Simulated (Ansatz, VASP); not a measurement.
**One calculation of BN, two programs**

INCAR

```
SYSTEM = BN
  PREC = Accurate
  ENCUT = 520
  EDIFF = 1E-6
  ISMEAR = -1
  SIGMA = 0.02
  LREAL = .FALSE.
  LASPH = .TRUE.
  NELM = 60
  ALGO = Normal
  ISIF = 2
  LWAVE = .FALSE.
  LCHARG = .FALSE.
  GGA = CA
  NBANDS = 11
```

File KPOINTS:

```
regular mesh
0
G
  11 11 11
  0 0 0
```

File POSCAR:

```
BN
1.0
    0.0000000000      1.8075000000      1.7894250000
    1.8075000000      0.0000000000      1.7894250000
    1.8075000000      1.8075000000      0.0000000000
B N
1 1
Direct
    0.0000000000      0.0000000000      0.0000000000
    0.7500000000      0.7500000000      0.7500000000
```

Input for Ansatz:

```yaml
crystal:
  lattice:
    - [0.0, 1.8075, 1.789425]
    - [1.8075, 0.0, 1.789425]
    - [1.8075, 1.8075, 0.0]
  atoms:
    - { symbol: B, position: [0.0, 0.0, 0.0] }
    - { symbol: "N", position: [0.75, 0.75, 0.75] }
kpoints:
  mp_grid: { grid: [11, 11, 11] }
  band_path:
    path:
      - [0.0, 0.0, 0.0]
      - [0.0, 0.5, 0.5]
      - [0.25, 0.75, 0.5]
      - [0.0, 0.5, 0.0]
      - [0.0, 0.0, 0.0]
      - [0.5, 0.5, 0.0]
      - [0.3775380063, 0.6224619937, 0.0]
      - [-0.3775380063, 0.3775380063, 0.0]
      - [0.0, 0.0, 0.0]
    npoints: 5
scf:
  occupations: { method: fermi_dirac, width: 0.02 }
hamiltonian:
  xc: lda
  pseudopotentials: { kind: all_electron, lapw: { basis_error: 0.0005 } }
output:
  forces: true
  stress: true
  eigenvalues: true
```

Change from the starting cell: zz strain of -1 %.

Alike in both runs: task single point; functional LDA; k mesh 11 × 11 × 11; occupations fermi-dirac, width 0.02 eV; no spin polarisation.

|  | VASP | Ansatz |
| --- | --- | --- |
| version | VASP 6.6.1 | Ansatz 0.2.0 |
| potentials or method | VASP PAW LDA potentials, release 64 (B, N), cutoff 520 eV | all-electron LAPW, scalar-relativistic |

|  | VASP | Ansatz | Ansatz less VASP |
| --- | --- | --- | --- |
| gap on the k mesh at the Fermi level (eV) | 4.28 | 4.29 | +0.009 |
| pressure (GPa) | -6.3 | -7.1 | -0.82 |
| traceless stress, the component that is largest in VASP (GPa) | 4.10 | 4.11 | +0.007 |

LDA's correlation is that of Perdew and Zunger in VASP and of Perdew and Wang (1992) in Ansatz. Ansatz ran all-electron here, and VASP with PAW potentials.
